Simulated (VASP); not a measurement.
# AlN (klda) (Fm-3m) in VASP: vibrations by perturbation theory with LDA

Aim: the vibrations by perturbation theory of AlN (klda) with LDA.

Everything below comes from runs of VASP 6.6.1. Logs are shortened: lines on timing, memory, paths and dates and some standing lists are left out, and cuts for length are marked.

### 1 The cell of the first run

Symmetry: Fm-3m, No. 225, cubic system. Conventional cell: a = 4.010 Å, b = 4.010 Å, c = 4.010 Å, α = 90.00°, β = 90.00°, γ = 90.00°. Al (site symmetry m-3m) has 6 N at 2.01 Å within 2.7 Å. Within 2.7 Å of N (site symmetry m-3m) lie 6 Al at 2.01 Å.

### 2 Vibrations by perturbation theory, LDA

File INCAR:

```
SYSTEM = AlN
PREC = Accurate
ENCUT = 600
EDIFF = 1E-8
ISMEAR = 0
SIGMA = 0.01
LREAL = .False.
LASPH = .True.
NELM = 120
ALGO = Normal
ISIF = 2
LWAVE = .False.
LCHARG = .False.
NBANDS = 11
IBRION = 8
NSW = 1
LEPSILON = .True.
GGA_COMPAT = .False.
```

File KPOINTS:

```
regular mesh
0
Gamma
  10 10 10
  0 0 0
```

File POSCAR:

```
AlN
1.0
    0.0000000000      2.0050835826      2.0050835826
    2.0050835826      0.0000000000      2.0050835826
    2.0050835826      2.0050835826      0.0000000000
Al N
1 1
Direct
    0.5000000000      0.5000000000      0.5000000000
    0.0000000000      0.0000000000      0.0000000000
```

Potentials or basis: VASP PAW LDA potentials, release 64 (Al, N).

Run with:

```bash
> cat potpaw_LDA.64/Al/POTCAR potpaw_LDA.64/N/POTCAR > POTCAR
> mpirun -np 1 vasp_std > vasp.out
```

OUTCAR:

```text
SYSTEM = AlN
   PREC = Accurate
   ENCUT = 600
   EDIFF = 1E-8
   ISMEAR = 0
   LREAL = .False.
   LASPH = .True.
   NELM = 120
   ISIF = 2
   IBRION = 8
   NSW = 1
   LEPSILON = .True.

 ion  position               nearest neighbor table
   1  0.500  0.500  0.500-   2 2.01   2 2.01   2 2.01   2 2.01   2 2.01   2 2.01
   2  0.000  0.000  0.000-   1 2.01   1 2.01   1 2.01   1 2.01   1 2.01   1 2.01

  LATTYP: Found a face centered cubic cell.
 ALAT       =     4.0101671652

  Lattice vectors:

 A1 = (   0.0000000000,   2.0050835826,   2.0050835826)
 A2 = (   2.0050835826,   0.0000000000,   2.0050835826)
 A3 = (   2.0050835826,   2.0050835826,   0.0000000000)

Analysis of symmetry for initial positions (statically):
=====================================================================
 Subroutine PRICEL returns:
 Original cell was already a primitive cell.

 Routine SETGRP: Setting up the symmetry group for a
 face centered cubic supercell.

 Subroutine GETGRP returns: Found 48 space group operations
 (whereof 48 operations were pure point group operations)
 out of a pool of 48 trial point group operations.

The static configuration has the point symmetry O_h .

Analysis of symmetry for dynamics (positions and initial velocities):
=====================================================================
 Subroutine PRICEL returns:
 Original cell was already a primitive cell.

 Routine SETGRP: Setting up the symmetry group for a
 face centered cubic supercell.

 Subroutine GETGRP returns: Found 48 space group operations
 (whereof 48 operations were pure point group operations)
 out of a pool of 48 trial point group operations.

The dynamic configuration has the point symmetry O_h .

 Subroutine INISYM returns: Found 48 space group operations
 (whereof 48 operations are pure point group operations),
 and found     1 'primitive' translations

----------------------------------------------------------------------------------------

                                     Primitive cell

  volume of cell :      16.1223

  direct lattice vectors                    reciprocal lattice vectors
     0.000000000  2.005083583  2.005083583    -0.249366163  0.249366163  0.249366163
     2.005083583  0.000000000  2.005083583     0.249366163 -0.249366163  0.249366163
     2.005083583  2.005083583  0.000000000     0.249366163  0.249366163 -0.249366163

  length of vectors
     2.835616396  2.835616396  2.835616396     0.431914864  0.431914864  0.431914864

  position of ions in fractional coordinates (direct lattice)
     0.500000000  0.500000000  0.500000000
     0.000000000  0.000000000  0.000000000

  ion indices of the primitive-cell ions
   primitive index   ion index
                 1           1
                 2           2

----------------------------------------------------------------------------------------

 KPOINTS: regular mesh

Automatic generation of k-mesh.
 Grid dimensions read from file:
 generate k-points for:   10   10   10

 Generating k-lattice:

[... 484 lines left out ...]

 Free energy of the ion-electron system (eV)
  ---------------------------------------------------
  ---------------------------------------------------
  free energy    TOTEN  =        -0.19065637 eV

  energy without entropy =       -0.19065637

------------------------ aborting loop because EDIFF is reached ----------------------------------------

--------------------------------------- Ionic step        2  -------------------------------------------

------------------------ aborting loop because EDIFF is reached ----------------------------------------

--------------------------------------- Ionic step        3  -------------------------------------------

------------------------ aborting loop because EDIFF is reached ----------------------------------------

 PIEZOELECTRIC TENSOR FIELD DIRECTION 3  (e Angst)
 -----------------------------------------------------------------------------
     0.00005  0.00000  0.00000           ( -0.00001  0.00000  0.00000)
     0.00000  0.00005  0.00000           (  0.00000 -0.00001  0.00000)
     0.00000 -0.00000 -0.00047           (  0.00000  0.00000 -0.00002)

 PIEZOELECTRIC TENSOR FIELD DIRECTION 3  (C/m^2)
 -----------------------------------------------------------------------------
     0.00005  0.00000  0.00000
     0.00000  0.00005  0.00000
     0.00000 -0.00000 -0.00047

--------------------------------------- Ionic step        4  -------------------------------------------

------------------------ aborting loop because EDIFF is reached ----------------------------------------

[... ionic steps 5 to 6 ...]

--------------------------------------- Ionic step        7  -------------------------------------------

 Free energy of the ion-electron system (eV)
  ---------------------------------------------------
  ---------------------------------------------------
  free energy    TOTEN  =        -0.23344205 eV

  energy without entropy =       -0.23344205

------------------------ aborting loop because EDIFF is reached ----------------------------------------

 INTERNAL STRAIN TENSOR  FOR ION    2  DIRECTION 1   (eV/Angst):
 -----------------------------------------------------------------------------
    -0.02205  0.00000  0.00000
     0.00000  0.01491  0.00000
    -0.00000  0.00000  0.01491

 MACROSCOPIC STATIC DIELECTRIC TENSOR (including local field effects in DFT)
 ------------------------------------------------------
           5.030434    -0.000000     0.000000
           0.000000     5.030434     0.000000
          -0.000000    -0.000000     5.030434
 ------------------------------------------------------

 PIEZOELECTRIC TENSOR (including local field effects)  for field in x, y, z        (e  Angst)
          XX          YY          ZZ          XY          YZ          ZX
  --------------------------------------------------------------------------------
  x     0.00000     0.00000     0.00000     0.00000     0.00000     0.00000
  y     0.00000     0.00000     0.00000     0.00000     0.00000     0.00000
  z     0.00000     0.00000     0.00000     0.00000     0.00000     0.00000

 PIEZOELECTRIC TENSOR (including local field effects)  for field in x, y, z        (C/m^2)
          XX          YY          ZZ          XY          YZ          ZX
  --------------------------------------------------------------------------------
  x     0.00000     0.00000     0.00000     0.00000     0.00000     0.00000
  y     0.00000     0.00000     0.00000     0.00000     0.00000     0.00000
  z     0.00000     0.00000     0.00000     0.00000     0.00000     0.00000

 BORN EFFECTIVE CHARGES (including local field effects) (in |e|, cummulative output)
 ---------------------------------------------------------------------------------
 ion    1
    1     2.93610     0.00000     0.00000
    2     0.00000     2.93610     0.00000
    3     0.00000     0.00000     2.93610
 ion    2
    1    -2.93610    -0.00000    -0.00000
    2     0.00000    -2.93610    -0.00000
    3     0.00000     0.00000    -2.93610

 INTERNAL STRAIN TENSOR FOR ION    2 for displacements in x,y,z  (eV/Angst):
          X           Y           Z          XY          YZ          ZX
  --------------------------------------------------------------------------------
  x     0.00000     0.00000     0.00000     0.00000     0.00000     0.00000
  y     0.00000     0.00000     0.00000     0.00000     0.00000     0.00000
  z     0.00000     0.00000     0.00000     0.00000     0.00000     0.00000

 SECOND DERIVATIVES (NOT SYMMETRIZED)
 ------------------------------------
               1X          1Y          1Z          2X          2Y          2Z
  1X    -7.986613    0.000000    0.000000    7.986613    0.000000    0.000000
  1Y     0.000000   -7.986613    0.000000    0.000000    7.986613    0.000000
  1Z     0.000000    0.000000   -7.986613    0.000000    0.000000    7.986613
  2X     7.988300    0.000000    0.000000   -7.988300    0.000000    0.000000
  2Y     0.000000    7.988300    0.000000    0.000000   -7.988300    0.000000
  2Z     0.000000    0.000000    7.988300    0.000000    0.000000   -7.988300

 Eigenvectors and eigenvalues of the dynamical matrix
 ----------------------------------------------------

   1 f  =   14.552924 THz    91.438721 2PiTHz  485.433305 cm-1    60.186032 meV
             X         Y         Z           dx          dy          dz
      2.005084  2.005084  2.005084     0.000000    0.584457    0.000000
      0.000000  0.000000  0.000000     0.000000   -0.811424    0.000000
[... 21 lines left out ...]
   6 f/i=    0.000729 THz     0.004579 2PiTHz    0.024309 cm-1     0.003014 meV
             X         Y         Z           dx          dy          dz
      2.005084  2.005084  2.005084     0.000000    0.000000    0.811424
      0.000000  0.000000  0.000000     0.000000    0.000000    0.584457

--------------------------------------------------------------------------------------------------------

 MACROSCOPIC STATIC DIELECTRIC TENSOR IONIC CONTRIBUTION
 ------------------------------------------------------
          12.113527    -0.000000     0.000000
          -0.000000    12.113527     0.000000
           0.000000    -0.000000    12.113527
 ------------------------------------------------------

 ELASTIC MODULI CONTR FROM IONIC RELAXATION (kBar)
 Direction    XX          YY          ZZ          XY          YZ          ZX
 --------------------------------------------------------------------------------
 XX           0.0000      0.0000      0.0000      0.0000      0.0000      0.0000
 YY           0.0000      0.0000      0.0000      0.0000      0.0000      0.0000
 ZZ           0.0000      0.0000      0.0000      0.0000      0.0000      0.0000
 XY           0.0000      0.0000      0.0000      0.0000      0.0000      0.0000
 YZ           0.0000      0.0000      0.0000      0.0000      0.0000      0.0000
 ZX           0.0000      0.0000      0.0000      0.0000      0.0000      0.0000
 --------------------------------------------------------------------------------

 PIEZOELECTRIC TENSOR IONIC CONTR  for field in x, y, z        (C/m^2)
          XX          YY          ZZ          XY          YZ          ZX
  --------------------------------------------------------------------------------
  x     0.00000     0.00000     0.00000     0.00000     0.00000     0.00000
  y     0.00000     0.00000     0.00000     0.00000     0.00000     0.00000
  z     0.00000     0.00000     0.00000     0.00000     0.00000     0.00000
```

Run time: 74 s. Hardware: 1 thread of Intel Xeon Platinum 8375C at 2.90GHz (Ice Lake), shared host; peak memory 0.18 GiB.

What came out:

| Property | Result |
| --- | --- |
| Electronic dielectric tensor (diagonal) | 5.03 |
| Born charges (mean of the diagonal) | Al +2.94; N -2.94 e |
| Highest phonon frequency at Γ, LO-TO splitting left out | 485 cm⁻¹ |

Phonon frequencies in cm⁻¹ (negative: imaginary):
```
              q point        frequencies
(0.000, 0.000, 0.000)  0 0 0 485 485 485
```

Electronic dielectric tensor:
```
5.03 0.00 0.00
0.00 5.03 0.00
0.00 0.00 5.03
```

Born effective charge tensors (e):
atom 1, Al
```
2.94 0.00 0.00
0.00 2.94 0.00
0.00 0.00 2.94
```
atom 2, N
```
-2.94  0.00  0.00
 0.00 -2.94  0.00
 0.00  0.00 -2.94
```
